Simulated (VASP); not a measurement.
# LiY3 (Pm-3m) in VASP: a series of runs

LiY3 is run at these levels: PBE; tasks: single point.

Program: VASP 6.6.1. These are calculated values, not measurements. Logs are shortened: lines on timing, memory, paths and dates and some standing lists are left out, and cuts for length are marked.

**1. The cell of the first run**

It takes space group Pm-3m (No. 221, cubic). The conventional cell has a = 4.753 Å, b = 4.753 Å, c = 4.753 Å, α = 90.00°, β = 90.00°, γ = 90.00°. Within 4.4 Å of Li (site symmetry m-3m) lie 12 Y at 3.36 Å. Y (site symmetry 4/mmm) has 4 Li at 3.36 Å and 8 Y at 3.36 Å within 4.4 Å.

**2. Single point, PBE**

File INCAR:

```
SYSTEM = LiY3
PREC     = Accurate       ! precision mode
ENCUT    = 520            ! plane-wave cutoff, eV
EDIFF    = 1E-6           ! SCF threshold, eV
ISMEAR   = -1             ! smearing method
SIGMA    = 0.1            ! smearing width, eV
LREAL    = .FALSE.        ! projectors in reciprocal space
LASPH    = .TRUE.         ! aspherical terms in the spheres
NELM     = 80             ! most SCF steps
ALGO     = Normal         ! electronic algorithm
ISIF     = 2              ! what is computed and relaxed
LWAVE    = .FALSE.        ! write WAVECAR
LCHARG   = .FALSE.        ! write CHGCAR
GGA      = PE             ! functional
NBANDS   = 26             ! bands
```

File KPOINTS:

```
Automatic mesh
0
G
  5 5 5
  0 0 0
```

File POSCAR:

```
LiY3
1.0
    4.7532941662      0.0000000000      0.0000000000
    0.0000000000      4.7532941662      0.0000000000
    0.0000000000      0.0000000000      4.7532941662
Li Y
1 3
Direct
    0.0000000000      0.0000000000      0.0000000000
    0.5000000000      0.5000000000      0.0000000000
    0.5000000000      0.0000000000      0.5000000000
    0.0000000000      0.5000000000      0.5000000000
```

Potentials or basis: VASP PAW PBE potentials, release 64 (Li_sv, Y_sv).

The run is started by

```bash
$ cat potpaw_PBE.64/Li_sv/POTCAR potpaw_PBE.64/Y_sv/POTCAR > POTCAR
$ mpirun -np 1 vasp_std > vasp.out
```

OUTCAR:

```text
SYSTEM = LiY3
   PREC = Accurate
   ENCUT = 520
   EDIFF = 1E-6
   ISMEAR = -1
   LREAL = .FALSE.
   LASPH = .TRUE.
   NELM = 80
   ISIF = 2
   GGA = PE

 ion  position               nearest neighbor table
   1  0.000  0.000  0.000-   2 3.36   3 3.36   4 3.36   3 3.36   4 3.36   2 3.36   4 3.36   4 3.36
                             2 3.36   3 3.36   3 3.36   2 3.36
   2  0.500  0.500  0.000-   1 3.36   3 3.36   4 3.36   3 3.36   4 3.36   1 3.36   3 3.36   3 3.36
                             1 3.36   4 3.36   4 3.36   1 3.36
   3  0.500  0.000  0.500-   1 3.36   2 3.36   4 3.36   1 3.36   2 3.36   2 3.36   4 3.36   2 3.36
                             1 3.36   4 3.36   1 3.36   4 3.36
   4  0.000  0.500  0.500-   1 3.36   2 3.36   3 3.36   1 3.36   2 3.36   1 3.36   3 3.36   1 3.36
                             2 3.36   3 3.36   2 3.36   3 3.36

  LATTYP: Found a simple cubic cell.
 ALAT       =     4.7532941662

  Lattice vectors:

 A1 = (   4.7532941662,   0.0000000000,   0.0000000000)
 A2 = (   0.0000000000,   4.7532941662,   0.0000000000)
 A3 = (   0.0000000000,   0.0000000000,   4.7532941662)

Analysis of symmetry for initial positions (statically):
=====================================================================
 Subroutine PRICEL returns:
 Original cell was already a primitive cell.

 Routine SETGRP: Setting up the symmetry group for a
 simple cubic supercell.

 Subroutine GETGRP returns: Found 48 space group operations
 (whereof 48 operations were pure point group operations)
 out of a pool of 48 trial point group operations.

The static configuration has the point symmetry O_h .

Analysis of symmetry for dynamics (positions and initial velocities):
=====================================================================
 Subroutine PRICEL returns:
 Original cell was already a primitive cell.

 Routine SETGRP: Setting up the symmetry group for a
 simple cubic supercell.

 Subroutine GETGRP returns: Found 48 space group operations
 (whereof 48 operations were pure point group operations)
 out of a pool of 48 trial point group operations.

The dynamic configuration has the point symmetry O_h .

 Subroutine INISYM returns: Found 48 space group operations
 (whereof 48 operations are pure point group operations),
 and found     1 'primitive' translations

----------------------------------------------------------------------------------------

                                     Primitive cell

  volume of cell :     107.3950

  direct lattice vectors                    reciprocal lattice vectors
     4.753294166  0.000000000  0.000000000     0.210380415  0.000000000  0.000000000
     0.000000000  4.753294166  0.000000000     0.000000000  0.210380415  0.000000000
     0.000000000  0.000000000  4.753294166     0.000000000  0.000000000  0.210380415

  length of vectors
     4.753294166  4.753294166  4.753294166     0.210380415  0.210380415  0.210380415

  position of ions in fractional coordinates (direct lattice)
     0.000000000  0.000000000  0.000000000
     0.500000000  0.500000000  0.000000000
     0.500000000  0.000000000  0.500000000
     0.000000000  0.500000000  0.500000000

  ion indices of the primitive-cell ions
   primitive index   ion index
                 1           1
                 2           2
                 3           3
                 4           4

----------------------------------------------------------------------------------------

 KPOINTS: Automatic mesh

Automatic generation of k-mesh.
 Grid dimensions read from file:
 generate k-points for:    5    5    5

 Generating k-lattice:

  Cartesian coordinates                     Fractional coordinates (reciprocal lattice)
     0.042076083  0.000000000  0.000000000     0.200000000  0.000000000  0.000000000
     0.000000000  0.042076083  0.000000000     0.000000000  0.200000000  0.000000000
     0.000000000  0.000000000  0.042076083     0.000000000  0.000000000  0.200000000

  Length of vectors
     0.042076083  0.042076083  0.042076083

  Shift w.r.t. Gamma in fractional coordinates (k-lattice)
     0.000000000  0.000000000  0.000000000

 Subroutine IBZKPT returns following result:
 ===========================================

 Found     10 irreducible k-points:

 Following reciprocal coordinates:
            Coordinates               Weight
  0.000000  0.000000  0.000000      1.000000
  0.200000  0.000000  0.000000      6.000000
  0.400000  0.000000  0.000000      6.000000
  0.200000  0.200000  0.000000     12.000000
  0.400000  0.200000  0.000000     24.000000
  0.400000  0.400000  0.000000     12.000000
  0.200000  0.200000  0.200000      8.000000
  0.400000  0.200000  0.200000     24.000000
  0.400000  0.400000  0.200000     24.000000
  0.400000  0.400000  0.400000      8.000000
   k-points           NKPTS =     10   k-points in BZ     NKDIM =     10   number of bands    NBANDS=     26
   number of dos      NEDOS =    301   number of ions     NIONS =      4
   total plane-waves  NPLWV =  46656
   dimension x,y,z NGX =    36 NGY =   36 NGZ =   36
   dimension x,y,z NGXF=    72 NGYF=   72 NGZF=   72
   ions per type =               1   3
   NGX,Y,Z   is equivalent  to a cutoff of  12.59, 12.59, 12.59 a.u.
   NGXF,Y,Z  is equivalent  to a cutoff of  25.18, 25.18, 25.18 a.u.
 SYSTEM =  LiY3
   PREC   = accura    normal or accurate (medium, high low for compatibility)
   ISTART =      0    job   : 0-new  1-cont  2-samecut
   ICHARG =      2    charge: 1-file 2-atom 10-const
   ISPIN  =      1    spin polarized calculation?
   LNONCOLLINEAR =      F non collinear calculations
   LSORBIT =      F    spin-orbit coupling
   LASPH  =      T    aspherical Exc in radial PAW
   ENCUT  =  520.0 eV  38.22 Ry    6.18 a.u.   8.84  8.84  8.84*2*pi/ulx,y,z
   NELM   =     80;   NELMIN=  2; NELMDL= -5     # of ELM steps
   EDIFF  = 0.1E-05   stopping-criterion for ELM
   LREAL  =      F    real-space projection
   EDIFFG = 0.1E-04   stopping-criterion for IOM
   NSW    =      0    number of steps for IOM
   IBRION =     -1    ionic relax: 0-MD 1-quasi-New 2-CG
   NFREE  =      0    steps in history (QN), initial steepest desc. (CG)
   ISIF   =      2    stress and relaxation
   ISYM   =      2    0-nonsym 1-usesym 2-fastsym
   POTIM  = 0.5000    time-step for ionic-motion
   TEBEG  =    0.0;   TEEND  =   0.0 temperature during run
   PSTRESS=    0.0 pullay stress
   NELECT =      36.0000    total number of electrons
   NUPDOWN=      -1.0000    fix difference up-down
   EMIN   =  10.00;   EMAX   =-10.00  energy-range for DOS
   EFERMI =   0.00;   METHOD = LEGACY
   ISMEAR =    -1;   SIGMA  =   0.10  broadening in eV -4-tet -1-fermi 0-gaus
   EFERMI_NEDOS =   21; number of points for ismear=-14 and -15
   IALGO  =     38    algorithm
   IMIX   =      4    mixing-type and parameters
     AMIX     =   0.40;   BMIX     =  1.00
     AMIX_MAG =   1.60;   BMIX_MAG =  1.00
  volume/ion in A,a.u.               =      26.85       181.18
  Fermi-wavevector in a.u.,A,eV,Ry     =   1.137228  2.149050 17.596253  1.293288
  Thomas-Fermi vector in A             =   2.273933
   LORBIT       =      0    0 simple, 1 ext, 2 COOP (PROOUT), +10 PAW based schemes
   GGA     = PE    functional components
   LHFCALC =     F    Hartree Fock is set to
   AEXX    =    0.0000 exact exchange contribution
   IVDW    =     0    specifies the selected vdW correction
   LEPSILON=     F    determine dielectric tensor
   LRPA    =     F    only Hartree local field effects (RPA)
 non-spin polarized calculation
  energy-cutoff  :      520.00
  volume of cell :      107.40
 maximum number of plane-waves:      2945
 NGX is ok and might be reduce to    36
   NGX = 17   NGY = 17   NGZ = 17

 number of electron      35.9999995 magnetization

 Free energy of the ion-electron system (eV)
  ---------------------------------------------------
  ext. energy  EPLUGINS =         0.00000000
  ---------------------------------------------------
  free energy    TOTEN  =       -20.40295903 eV

  energy without entropy =      -20.19901360  energy(sigma->0) =      -20.30098631

 E-fermi :   3.0379     XC(G=0):  -9.3949

 val. band max:        3.0083571822   @ k =   0.4000   0.2000   0.2000
 cond. band min:       3.0847482261   @ k =   0.2000   0.2000   0.0000
 fundamental gap:      0.0763910439
 Fermi energy:         3.0379036378

 k-point     1 :       0.0000    0.0000    0.0000
  band No.  band energies     occupation
      1     -42.2972      2.00000
      2     -39.5405      2.00000
      3     -39.3981      2.00000
      4     -39.3981      2.00000
      5     -19.8417      2.00000
      6     -19.8417      2.00000
[... 18 lines left out ...]
     25       6.3672      0.00000
     26       6.3672      0.00000

 k-point     2 :       0.2000    0.0000    0.0000
  band No.  band energies     occupation
      1     -42.2971      2.00000
      2     -39.5286      2.00000
      3     -39.4100      2.00000
      4     -39.3979      2.00000
      5     -19.8065      2.00000
      6     -19.8065      2.00000
[... 18 lines left out ...]
     25       6.7891      0.00000
     26       6.7894      0.00000

 k-point     3 :       0.4000    0.0000    0.0000
  band No.  band energies     occupation
      1     -42.2971      2.00000
      2     -39.5009      2.00000
      3     -39.4378      2.00000
      4     -39.3977      2.00000
      5     -19.7330      2.00000
      6     -19.7330      2.00000
[... 18 lines left out ...]
     25       5.7359      0.00000
     26       6.4491      0.00000

 k-point     4 :       0.2000    0.2000    0.0000
  band No.  band energies     occupation
      1     -42.2971      2.00000
      2     -39.5176      2.00000
      3     -39.4144      2.00000
      4     -39.4044      2.00000
      5     -19.8307      2.00000
      6     -19.7699      2.00000
[... 18 lines left out ...]
     25       6.6547      0.00000
     26       6.8706      0.00000

 k-point     5 :       0.4000    0.2000    0.0000
  band No.  band energies     occupation
      1     -42.2970      2.00000
      2     -39.4916      2.00000
      3     -39.4379      2.00000
      4     -39.4066      2.00000
      5     -19.7814      2.00000
      6     -19.6915      2.00000
[... 18 lines left out ...]
     25       5.6864      0.00000
     26       6.6468      0.00000

 k-point     6 :       0.4000    0.4000    0.0000
  band No.  band energies     occupation
      1     -42.2970      2.00000
      2     -39.4685      2.00000
      3     -39.4407      2.00000
      4     -39.4265      2.00000
      5     -19.8072      2.00000
      6     -19.7377      2.00000
[... 18 lines left out ...]
     25       5.9271      0.00000
     26       5.9631      0.00000

 k-point     7 :       0.2000    0.2000    0.2000
  band No.  band energies     occupation
      1     -42.2970      2.00000
      2     -39.5077      2.00000
      3     -39.4143      2.00000
      4     -39.4143      2.00000
      5     -19.8789      2.00000
      6     -19.6758      2.00000
[... 18 lines left out ...]
     25       6.5732      0.00000
     26       6.7971      0.00000

 k-point     8 :       0.4000    0.2000    0.2000
  band No.  band energies     occupation
      1     -42.2970      2.00000
      2     -39.4838      2.00000
      3     -39.4379      2.00000
      4     -39.4140      2.00000
      5     -19.8696      2.00000
      6     -19.6560      2.00000
[... 18 lines left out ...]
     25       6.1142      0.00000
     26       6.2660      0.00000

 k-point     9 :       0.4000    0.4000    0.2000
  band No.  band energies     occupation
      1     -42.2970      2.00000
      2     -39.4644      2.00000
      3     -39.4405      2.00000
      4     -39.4303      2.00000
      5     -19.9271      2.00000
      6     -19.7460      2.00000
[... 18 lines left out ...]
     25       6.0666      0.00000
     26       6.1843      0.00000

 k-point    10 :       0.4000    0.4000    0.4000
  band No.  band energies     occupation
      1     -42.2970      2.00000
      2     -39.4539      2.00000
      3     -39.4402      2.00000
      4     -39.4402      2.00000
      5     -20.0418      2.00000
      6     -19.7492      2.00000
[... 18 lines left out ...]
     25       6.1723      0.00000
     26       6.1790      0.00000

------------------------ aborting loop because EDIFF is reached ----------------------------------------

  FORCE on cell =-STRESS in cart. coord.  units (eV):
  Direction    XX          YY          ZZ          XY          YZ          ZX
  --------------------------------------------------------------------------------------
  -------------------------------------------------------------------------------------
  Total        2.5890918      2.5890918      2.5890918     -0.0000000      0.0000000     -0.0000000
  in kB       38.6254857     38.6254857     38.6254857     -0.0000000      0.0000000     -0.0000000
  external PRESSURE =      38.6254857 kB  Pullay stress =       0.0000000 kB

 VOLUME and BASIS-vectors are now :
 -----------------------------------------------------------------------------
  energy-cutoff  :      520.00
  volume of cell :      107.40
      direct lattice vectors                 reciprocal lattice vectors
     4.753294166  0.000000000  0.000000000     0.210380415  0.000000000  0.000000000
     0.000000000  4.753294166  0.000000000     0.000000000  0.210380415  0.000000000
     0.000000000  0.000000000  4.753294166     0.000000000  0.000000000  0.210380415

 POSITION                                       TOTAL-FORCE (eV/Angst)
 -----------------------------------------------------------------------------------
      0.00000      0.00000      0.00000         0.000000      0.000000      0.000000
      2.37665      2.37665      0.00000         0.000000      0.000000      0.000000
      2.37665      0.00000      2.37665         0.000000      0.000000      0.000000
      0.00000      2.37665      2.37665         0.000000      0.000000      0.000000
 -----------------------------------------------------------------------------------
    total drift:                                0.000000      0.000000      0.000000

  FREE ENERGIE OF THE ION-ELECTRON SYSTEM (eV)
  ---------------------------------------------------
  free  energy   TOTEN  =       -20.4029590324 eV

  energy  without entropy=      -20.1990135955  energy(sigma->0) =      -20.30098631
```

It took 14 s on 1 thread of Intel Xeon 6975P-C (Granite Rapids), shared host; peak memory 0.21 GiB.

What came out:

| Property | Result |
| --- | --- |
| Free energy | -20.4030 eV |
| Band gap on the k mesh | zero (band 18 reaches 3.42 eV, above the bottom of band 19 at 2.57 eV) |

Caveat: the cutoff is under 1.25 times the usual one of these potentials, so pressure, stress and relaxed cells hold a basis-set (Pulay) error.

**3. Single point, PBE**

This run uses another cell than the first one, of 28.25 Å³/atom, 1.052 times its volume.

File INCAR:

```
SYSTEM = LiY3
ALGO = Normal ; EDIFF = 1E-6
ENCUT = 520 ; GGA = PE
ISIF = 2 ; ISMEAR = -1
LASPH = .TRUE. ; LCHARG = .FALSE.
LREAL = .FALSE. ; LWAVE = .FALSE.
NBANDS = 26 ; NELM = 60
PREC = Accurate ; SIGMA = 0.1
```

File KPOINTS:

```
k-points
0
G
  5 5 5
  0 0 0
```

File POSCAR:

```
LiY3
1.0
    4.8346747600      0.0000000000      0.0000000000
    0.0000000000      4.8346747600      0.0000000000
    0.0000000000      0.0000000000      4.8346747600
Li Y
1 3
Direct
    0.0000000000      0.0000000000      0.0000000000
    0.5000000000      0.5000000000      0.0000000000
    0.5000000000      0.0000000000      0.5000000000
    0.0000000000      0.5000000000      0.5000000000
```

Potentials or basis: VASP PAW PBE potentials, release 64 (Li_sv, Y_sv).

The run is started by

```bash
$ cat potpaw_PBE.64/Li_sv/POTCAR potpaw_PBE.64/Y_sv/POTCAR > POTCAR
$ mpirun -np 1 vasp_std > vasp.out
```

Run time: 16 s. Hardware: 1 thread of Intel Xeon 6975P-C (Granite Rapids), shared host; peak memory 0.21 GiB.

It converged, with:

* Free energy: -20.5037 eV
* Band gap on the k mesh: zero (band 18 reaches 3.14 eV, above the bottom of band 19 at 2.40 eV)

Levels at points of the mesh, in eV from the Fermi level:
| k point | band 16 | band 17 | band 18 | band 19 | band 20 | band 21 |
| --- | --- | --- | --- | --- | --- | --- |
| (0.00, 0.00, 0.00) | -0.77 | -0.77 | -0.41 | -0.41 | -0.41 | 2.10 |

Caveat: the cutoff is under 1.25 times the usual one of these potentials, so pressure, stress and relaxed cells hold a basis-set (Pulay) error.

**4. Single point, PBE**

This run uses another cell than the first one, of 29.98 Å³/atom, 1.117 times its volume.

File INCAR:

```
PREC = Accurate ; ENCUT = 520
EDIFF = 1E-6 ; ISMEAR = -1
SIGMA = 0.1 ; LREAL = False
LASPH = True ; NELM = 100
ALGO = Normal ; ISIF = 2
LWAVE = False ; LCHARG = True
GGA = PE ; LELF = True
LVHAR = True ; NBANDS = 26
```

File KPOINTS:

```
Automatic mesh
0
Gamma
  5 5 5
```

File POSCAR:

```
LiY3
1.0
    4.9312745771      0.0000000000      0.0000000000
    0.0000000000      4.9312745771      0.0000000000
    0.0000000000      0.0000000000      4.9312745771
Li Y
1 3
Direct
    0.0000000000      0.0000000000      0.0000000000
    0.5000000000      0.5000000000      0.0000000000
    0.5000000000      0.0000000000      0.5000000000
    0.0000000000      0.5000000000      0.5000000000
```

The run is started by

```bash
$ cat potpaw_PBE.64/Li_sv/POTCAR potpaw_PBE.64/Y_sv/POTCAR > POTCAR
$ mpirun -np 1 vasp_std > vasp.out
```

It took 20 s on 1 thread of Intel Xeon 6975P-C (Granite Rapids), shared host; peak memory 0.25 GiB.

The run converged. Its results:

```yaml
Free_energy: -20.5418 eV
Band_gap_on_the_k_mesh: zero (band 18 reaches 2.82 eV, above the bottom of band 19 at 2.20 eV)
```

Levels at points of the mesh, in eV from the Fermi level:
| k point | band 15 | band 16 | band 17 | band 18 | band 19 | band 20 | band 21 | band 22 |
| --- | --- | --- | --- | --- | --- | --- | --- | --- |
| (0.00, 0.00, 0.00) | -1.92 | -0.72 | -0.72 | -0.35 | -0.35 | -0.35 | 1.92 | 1.92 |

Caveat: the cutoff is under 1.25 times the usual one of these potentials, so pressure, stress and relaxed cells hold a basis-set (Pulay) error.

**5. The runs side by side**

| cell | gap on the mesh (eV) |
| --- | --- |
| a = 4.753 Å, 4 atoms | none |
| a = 4.835 Å, 4 atoms | none |
| a = 4.931 Å, 4 atoms | none |

Alike in all rows: task single point; level PBE; potentials or basis VASP PAW PBE potentials, release 64 (Li_sv, Y_sv); no spin polarisation; k mesh 5 × 5 × 5; cutoff (eV) 520; smearing fermi-dirac 0.1 eV.

Caveats: the cutoff is under 1.25 times the usual one of these potentials, so pressure, stress and relaxed cells hold a basis-set (Pulay) error.

Total energies depend on the potentials used, so only differences within one code and one set of settings carry meaning.
